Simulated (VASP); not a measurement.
A run of VASP 6.6.1 is set up as follows.

The input INCAR:

```
SYSTEM = TeRu
ALGO = Normal
EDIFF = 1E-6
ENCUT = 520
GGA = PS
ISIF = 2
ISMEAR = 0
LASPH = .True.
LCHARG = .False.
LREAL = .False.
LWAVE = .False.
NBANDS = 17
NELM = 100
PREC = Accurate
SIGMA = 0.05
```

The input KPOINTS:

```
k-points
0
Gamma
  8 8 8
  0 0 0
```

Contents of POSCAR:

```
TeRu
1.0
    0.0000000000      2.9361576948      2.9070868265
    2.9070868265      0.0000000000      2.9070868265
    2.9070868265      2.9361576948      0.0000000000
Ru Te
1 1
Direct
    0.0000000000      0.0000000000      0.0000000000
    0.2500000000      0.2500000000      0.2500000000
```

Potentials or basis: VASP PAW PBE potentials, release 64 (Ru_pv, Te).

Launch:

```sh
$ cat potpaw_PBE.64/Ru_pv/POTCAR potpaw_PBE.64/Te/POTCAR > POTCAR
$ mpirun -np 1 vasp_std > vasp.out
```

Q: Predict the band gap on the k mesh.

A: Zero (bands 10 and 11 overlap by 3.33 eV).

Q: Predict the pressure.

A: -1.2 GPa.

Stress tensor (GPa, compression positive):
```
-1.25  0.00  0.00
 0.00 -1.06  0.00
 0.00  0.00 -1.25
```

Caveat: the PAW data sets were made with another functional, which shifts forces and pressure a little; spin-orbit coupling is left out, which moves the levels of the heavy elements.
